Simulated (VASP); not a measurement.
Runs of VASP 6.6.1 on C. The structure is that of space group R-3m (No. 166), or close to it. The cells are those of the table. 

| cell | gap on the mesh (eV) | pressure (GPa) | largest force (eV/Å) |
| --- | --- | --- | --- |
| a = 9.868 Å, angles 14.3°, 10 atoms | 4.19 | 53.6 | 0.48 |
| a = 9.873 Å, angles 14.6°, 10 atoms | 3.81 | 30.9 | 0.68 |
| a = 10.147 Å, angles 14.3°, 10 atoms | 3.99 | 5.3 | 0.29 |
| a = 10.686 Å, angles 13.2°, 10 atoms | (b) | 8.9 | 0.15 |
| a = 9.871 Å, angles 14.4°, 10 atoms | 4.00 | (a) | 0.59 |

Alike in all rows: task single point; level PBEsol; potentials or basis VASP PAW PBE potentials, release 64 (C); no spin polarisation; k mesh 12 × 12 × 12; cutoff (eV) 520; smearing gaussian 0.05 eV.

**Question.** Fill in the values left out.

**Answer.** (a) 41.7; (b) 4.30.

Caveats: the cell stands under pressure; the PAW data sets were made with another functional, which shifts forces and pressure a little.

A k mesh can miss the band edges.
